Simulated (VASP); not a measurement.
# MnNi2S4 (C2/m) in VASP: single point with r2SCAN

Aim: the single point of MnNi2S4 with r2SCAN.

Everything below comes from runs of VASP 6.6.1. Logs are shortened: lines on timing, memory, paths and dates and some standing lists are left out, and cuts for length are marked.

## Step 1: The cell of the first run

It takes space group C2/m (No. 12, monoclinic). The conventional cell has a = 12.599 Å, b = 3.439 Å, c = 5.974 Å, α = 90.00°, β = 117.25°, γ = 90.00°. Mn (site symmetry 2/m) has 6 S at 2.37 to 2.42 Å and 2 Ni at 2.89 Å within 3.1 Å. Ni (site symmetry m) has 6 S at 2.41 to 2.46 Å and 1 Mn at 2.89 Å within 3.2 Å. Within 3.6 Å of S (site symmetry m) lie 2 Mn at 2.42 Å and 3 Ni at 2.45 to 2.46 Å and 12 S at 3.32 to 3.58 Å. S (site symmetry m) has 1 Mn at 2.37 Å and 3 Ni at 2.41 to 2.43 Å within 3.1 Å.

## Step 2: Single point, r2SCAN

POSCAR reads:

```
MnNi2S4
1.0
    0.0000000000      3.4394053500      0.0000000000
    5.9737044400      0.0000000000      0.0000000000
   -2.8842027900      1.7197031800     -5.6006595500
Mn Ni S
1 2 4
Direct
    0.5000000000      0.5000000000      0.0000000000
    0.2420000000      0.7673000000      0.5160000000
    0.7580000000      0.2327000000      0.4840000000
    0.8700000000      0.4780000000      0.2600000000
    0.1300000000      0.5220000000      0.7400000000
    0.3810000000      0.9420000000      0.2380000000
    0.6190000000      0.0580000000      0.7620000000
```

INCAR.step1 reads:

```
SYSTEM = MnNi2S4
ALGO = Normal
EDIFF = 1E-4
ENCUT = 520
GGA = PE
ISMEAR = -1
LASPH = .True.
LCHARG = .False.
LREAL = .False.
LWAVE = .True.
NBANDS = 38
NELM = 100
PREC = Accurate
SIGMA = 0.1
```

INCAR.step2 reads:

```
SYSTEM = MnNi2S4
ALGO = Normal
EDIFF = 1E-6
ENCUT = 520
ISIF = 2
ISMEAR = -1
ISTART = 1
LASPH = .True.
LCHARG = .True.
LELF = .True.
LMIXTAU = .True.
LREAL = .False.
LVHAR = .True.
LWAVE = .False.
METAGGA = R2SCAN
NBANDS = 38
NELM = 100
PREC = Accurate
SIGMA = 0.1
```

KPOINTS reads:

```
k-points
0
Gamma
  7 4 7
  0 0 0
```

Potentials or basis: VASP PAW PBE potentials, release 64 (Mn_pv, Ni, S).

Started as:

```console
cat potpaw_PBE.64/Mn_pv/POTCAR potpaw_PBE.64/Ni/POTCAR potpaw_PBE.64/S/POTCAR > POTCAR
cp INCAR.step1 INCAR
mpirun -np 1 vasp_std > vasp.out
cp INCAR.step2 INCAR
mpirun -np 1 vasp_std > vasp.out
```

OUTCAR:

```text
SYSTEM = MnNi2S4
   EDIFF = 1E-6
   ENCUT = 520
   ISIF = 2
   ISMEAR = -1
   ISTART = 1
   LASPH = .True.
   LREAL = .False.
   METAGGA = R2SCAN
   NELM = 100
   PREC = Accurate

 ion  position               nearest neighbor table
   1  0.500  0.500  0.000-   6 2.37   7 2.37   5 2.42   4 2.42   5 2.42   4 2.42   3 2.89   2 2.89

   2  0.242  0.767  0.516-   6 2.41   7 2.43   7 2.43   4 2.45   4 2.45   5 2.46   1 2.89
   3  0.758  0.233  0.484-   7 2.41   6 2.43   6 2.43   5 2.45   5 2.45   4 2.46   1 2.89
   4  0.870  0.478  0.260-   1 2.42   1 2.42   2 2.45   2 2.45   3 2.46
   5  0.130  0.522  0.740-   1 2.42   1 2.42   3 2.45   3 2.45   2 2.46
   6  0.381  0.942  0.238-   1 2.37   2 2.41   3 2.43   3 2.43
   7  0.619  0.058  0.762-   1 2.37   3 2.41   2 2.43   2 2.43

  LATTYP: Found a base centered monoclinic cell.
 ALAT       =    12.5993671474
 B/A-ratio  =     0.2729823895
 C/A-ratio  =     0.4741273407
 COS(beta)  =    -0.4578329620

  Lattice vectors:

 A1 = (  -2.8842027900,  -1.7197021700,  -5.6006595500)
 A2 = (  -2.8842027900,   1.7197031800,  -5.6006595500)
 A3 = (   5.9737044400,   0.0000000000,   0.0000000000)

Analysis of symmetry for initial positions (statically):
=====================================================================
 Subroutine PRICEL returns:
 Original cell was already a primitive cell.

 Routine SETGRP: Setting up the symmetry group for a
 base centered monoclinic supercell.

 Subroutine GETGRP returns: Found  4 space group operations
 (whereof  4 operations were pure point group operations)
 out of a pool of  4 trial point group operations.

The static configuration has the point symmetry C_2h.

Analysis of symmetry for dynamics (positions and initial velocities):
=====================================================================
 Subroutine PRICEL returns:
 Original cell was already a primitive cell.

 Routine SETGRP: Setting up the symmetry group for a
 base centered monoclinic supercell.

 Subroutine GETGRP returns: Found  4 space group operations
 (whereof  4 operations were pure point group operations)
 out of a pool of  4 trial point group operations.

The dynamic configuration has the point symmetry C_2h.

 Subroutine INISYM returns: Found  4 space group operations
 (whereof  4 operations are pure point group operations),
 and found     1 'primitive' translations

----------------------------------------------------------------------------------------

                                     Primitive cell

  volume of cell :     115.0711

  direct lattice vectors                    reciprocal lattice vectors
     0.000000000  3.439405350  0.000000000     0.000000000  0.290747934  0.089275226
     5.973704440  0.000000000  0.000000000     0.167400314  0.000000000 -0.086207071
    -2.884202790  1.719703180 -5.600659550     0.000000000  0.000000000 -0.178550399

  length of vectors
     3.439405350  5.973704440  6.530190821     0.304145405  0.188293718  0.178550399

  position of ions in fractional coordinates (direct lattice)
     0.500000000  0.500000000  0.000000000
     0.242000000  0.767300000  0.516000000
     0.758000000  0.232700000  0.484000000
     0.870000000  0.478000000  0.260000000
     0.130000000  0.522000000  0.740000000
     0.381000000  0.942000000  0.238000000
     0.619000000  0.058000000  0.762000000

  ion indices of the primitive-cell ions
   primitive index   ion index
                 1           1
                 2           2
                 3           3
                 4           4
                 5           5
                 6           6
                 7           7

----------------------------------------------------------------------------------------

 KPOINTS: k-points

Automatic generation of k-mesh.
 Grid dimensions read from file:
 generate k-points for:    7    4    7

 Generating k-lattice:

  Cartesian coordinates                     Fractional coordinates (reciprocal lattice)
     0.000000000  0.041535419  0.012753604     0.142857143  0.000000000  0.000000000
     0.041850079  0.000000000 -0.021551768     0.000000000  0.250000000  0.000000000
     0.000000000  0.000000000 -0.025507200     0.000000000  0.000000000  0.142857143

  Length of vectors
     0.043449344  0.047073429  0.025507200

  Shift w.r.t. Gamma in fractional coordinates (k-lattice)
     0.000000000  0.000000000  0.000000000

 Subroutine IBZKPT returns following result:
 ===========================================

 Found     60 irreducible k-points:

 Following reciprocal coordinates:
            Coordinates               Weight
  0.000000  0.000000  0.000000      1.000000
  0.142857  0.000000 -0.000000      4.000000
  0.285714  0.000000 -0.000000      4.000000
  0.428571  0.000000 -0.000000      4.000000
  0.000000  0.250000  0.000000      2.000000
  0.142857  0.250000  0.000000      4.000000
[... 16 lines left out ...]
  0.285714  0.250000  0.142857      4.000000
  0.428571  0.250000  0.142857      4.000000
 [... further k-points ...]
   k-points           NKPTS =     60   k-points in BZ     NKDIM =     60   number of bands    NBANDS=     38
   number of dos      NEDOS =    301   number of ions     NIONS =      7
   total plane-waves  NPLWV =  67200
   dimension x,y,z NGX =    28 NGY =   48 NGZ =   50
   dimension x,y,z NGXF=    56 NGYF=   96 NGZF=  100
   ions per type =               1   2   4
   NGX,Y,Z   is equivalent  to a cutoff of  13.53, 13.36, 12.73 a.u.
   NGXF,Y,Z  is equivalent  to a cutoff of  27.07, 26.72, 25.46 a.u.
 SYSTEM =  MnNi2S4
   PREC   = accura    normal or accurate (medium, high low for compatibility)
   ISTART =      1    job   : 0-new  1-cont  2-samecut
   ICHARG =      0    charge: 1-file 2-atom 10-const
   ISPIN  =      1    spin polarized calculation?
   LNONCOLLINEAR =      F non collinear calculations
   LSORBIT =      F    spin-orbit coupling
   LASPH  =      T    aspherical Exc in radial PAW
   ENCUT  =  520.0 eV  38.22 Ry    6.18 a.u.   6.40 11.11 12.14*2*pi/ulx,y,z
   NELM   =    100;   NELMIN=  2; NELMDL=  0     # of ELM steps
   EDIFF  = 0.1E-05   stopping-criterion for ELM
   LREAL  =      F    real-space projection
   EDIFFG = 0.1E-04   stopping-criterion for IOM
   NSW    =      0    number of steps for IOM
   IBRION =     -1    ionic relax: 0-MD 1-quasi-New 2-CG
   NFREE  =      0    steps in history (QN), initial steepest desc. (CG)
   ISIF   =      2    stress and relaxation
   ISYM   =      2    0-nonsym 1-usesym 2-fastsym
   POTIM  = 0.5000    time-step for ionic-motion
   TEBEG  =    0.0;   TEEND  =   0.0 temperature during run
   PSTRESS=    0.0 pullay stress
   NELECT =      57.0000    total number of electrons
   NUPDOWN=      -1.0000    fix difference up-down
   EMIN   =  10.00;   EMAX   =-10.00  energy-range for DOS
   EFERMI =   0.00;   METHOD = LEGACY
   ISMEAR =    -1;   SIGMA  =   0.10  broadening in eV -4-tet -1-fermi 0-gaus
   EFERMI_NEDOS =   21; number of points for ismear=-14 and -15
   IALGO  =     38    algorithm
   IMIX   =      4    mixing-type and parameters
     AMIX     =   0.40;   BMIX     =  1.00
     AMIX_MAG =   1.60;   BMIX_MAG =  1.00
  volume/ion in A,a.u.               =      16.44       110.93
  Fermi-wavevector in a.u.,A,eV,Ry     =   1.295322  2.447803 22.828654  1.677859
  Thomas-Fermi vector in A             =   2.426849
   LORBIT       =      0    0 simple, 1 ext, 2 COOP (PROOUT), +10 PAW based schemes
   METAGGA = R2SCAN    functional components
   LHFCALC =     F    Hartree Fock is set to
   AEXX    =    0.0000 exact exchange contribution
   IVDW    =     0    specifies the selected vdW correction
   LEPSILON=     F    determine dielectric tensor
   LRPA    =     F    only Hartree local field effects (RPA)
 non-spin polarized calculation
  energy-cutoff  :      520.00
  volume of cell :      115.07
 maximum number of plane-waves:      3131
 NGX is ok and might be reduce to    28
   NGX = 13   NGY = 23   NGZ = 25

 number of electron      57.0000024 magnetization

 Free energy of the ion-electron system (eV)
  ---------------------------------------------------
  ext. energy  EPLUGINS =         0.00000000
  ---------------------------------------------------
  free energy    TOTEN  =       -72.37624009 eV

  energy without entropy =      -72.09836995  energy(sigma->0) =      -72.23730502

 E-fermi :   5.9448     XC(G=0): -11.3843

 val. band max:        5.9388451349   @ k =   0.2857   0.2500   0.1429
 cond. band min:       5.9450880101   @ k =   0.1429   0.0000  -0.0000
 fundamental gap:      0.0062428751
 Fermi energy:         5.9447777900

 k-point     1 :       0.0000    0.0000    0.0000
  band No.  band energies     occupation
      1     -43.9292      2.00000
      2     -43.7968      2.00000
      3     -43.6797      2.00000
      4      -9.2878      2.00000
      5      -7.5150      2.00000
      6      -7.3213      2.00000
[... 30 lines left out ...]
     37      11.5796      0.00000
     38      11.9566      0.00000

 k-point     2 :       0.1429    0.0000   -0.0000
  band No.  band energies     occupation
      1     -43.9290      2.00000
      2     -43.7966      2.00000
      3     -43.6821      2.00000
      4      -9.0948      2.00000
      5      -7.4789      2.00000
      6      -7.2703      2.00000
[... 30 lines left out ...]
     37      12.5109      0.00000
     38      12.6694      0.00000

 k-point     3 :       0.2857    0.0000   -0.0000
  band No.  band energies     occupation
      1     -43.9284      2.00000
      2     -43.7961      2.00000
      3     -43.6876      2.00000
      4      -8.5645      2.00000
      5      -7.3853      2.00000
      6      -7.1664      2.00000
[... 30 lines left out ...]
     37      12.9608      0.00000
     38      13.1688      0.00000

 k-point     4 :       0.4286    0.0000   -0.0000
  band No.  band energies     occupation
      1     -43.9279      2.00000
      2     -43.7957      2.00000
      3     -43.6921      2.00000
      4      -7.8688      2.00000
      5      -7.3596      2.00000
      6      -7.2122      2.00000
[... 30 lines left out ...]
     37      12.8989      0.00000
     38      13.2325      0.00000
[... 703 lines left out ...]
      4      -8.9259      2.00000
      5      -7.9247      2.00000
      6      -7.5991      2.00000
[... 30 lines left out ...]
     37      12.6815      0.00000
     38      13.2230      0.00000

 k-point    23 :       0.2857    0.2500    0.1429
  band No.  band energies     occupation
      1     -43.9284      2.00000
      2     -43.7961      2.00000
      3     -43.6876      2.00000
      4      -8.4467      2.00000
      5      -7.4318      2.00000
      6      -7.2659      2.00000
[... 30 lines left out ...]
     37      12.8949      0.00000
     38      12.9985      0.00000

 k-point    24 :       0.4286    0.2500    0.1429
  band No.  band energies     occupation
      1     -43.9279      2.00000
      2     -43.7957      2.00000
      3     -43.6921      2.00000
      4      -7.8536      2.00000
      5      -7.3259      2.00000
      6      -7.2275      2.00000
[... 30 lines left out ...]
     37      12.2662      0.00000
     38      12.8629      0.00000

 [... further k-points ...]

------------------------ aborting loop because EDIFF is reached ----------------------------------------

  FORCE on cell =-STRESS in cart. coord.  units (eV):
  Direction    XX          YY          ZZ          XY          YZ          ZX
  --------------------------------------------------------------------------------------
  -------------------------------------------------------------------------------------
  Total       -9.4886414     -9.1729447    -13.4935675     -0.0000000      0.0000012      0.0269788
  in kB     -132.1138503   -127.7182881   -187.8759117     -0.0000000      0.0000169      0.3756364
  external PRESSURE =    -149.2360167 kB  Pullay stress =       0.0000000 kB

 VOLUME and BASIS-vectors are now :
 -----------------------------------------------------------------------------
  energy-cutoff  :      520.00
  volume of cell :      115.07
      direct lattice vectors                 reciprocal lattice vectors
     0.000000000  3.439405350  0.000000000     0.000000000  0.290747934  0.089275226
     5.973704440  0.000000000  0.000000000     0.167400314  0.000000000 -0.086207071
    -2.884202790  1.719703180 -5.600659550     0.000000000  0.000000000 -0.178550399

 POSITION                                       TOTAL-FORCE (eV/Angst)
 -----------------------------------------------------------------------------------
      2.98685      1.71970      0.00000         0.000000      0.000000      0.000000
      3.09537      1.71970     -2.88994         1.008588      0.000000     -0.294021
     -0.00587      3.43941     -2.71072        -1.008588     -0.000000      0.294021
      2.10554      3.43941     -1.45617        -0.171459      0.000000     -0.094608
      0.98396      1.71970     -4.14449         0.171459     -0.000000      0.094608
      4.94079      1.71970     -1.33296        -0.324129      0.000000     -0.888807
     -1.85129      3.43941     -4.26770         0.324129     -0.000000      0.888807
 -----------------------------------------------------------------------------------
    total drift:                               -0.000000      0.000000     -0.000000

  FREE ENERGIE OF THE ION-ELECTRON SYSTEM (eV)
  ---------------------------------------------------
  free  energy   TOTEN  =       -72.3762400918 eV

  energy  without entropy=      -72.0983699533  energy(sigma->0) =      -72.23730502
```

It took 24 min on 1 thread of AMD EPYC 9R14 (Zen 4), shared host; peak memory 0.39 GiB.

Results:

```
Free energy            : -72.3762 eV
Pressure               : -14.9 GPa
Largest force          : 1.051 eV/Å
Band gap on the k mesh : zero (an odd number of electrons rules out a gap without spin polarisation)
```

Forces in eV/Å, atoms in the order of the input:
```
Mn   0.000  0.000  0.000
Ni   1.009  0.000 -0.294
Ni  -1.009  0.000  0.294
S   -0.171  0.000 -0.095
S    0.171  0.000  0.095
S   -0.324  0.000 -0.889
S    0.324  0.000  0.889
```

Caveat: the cell stands under tension; the PAW data sets were made with another functional, which shifts forces and pressure a little; the run has no spin polarisation, though such a crystal can be magnetic; semilocal functionals often make such compounds metallic where correlation or magnetic order opens a gap, which also shifts bond lengths. With open d or f shells a metallic result of r2SCAN can be an artefact of self-interaction; +U or a hybrid may open a gap.
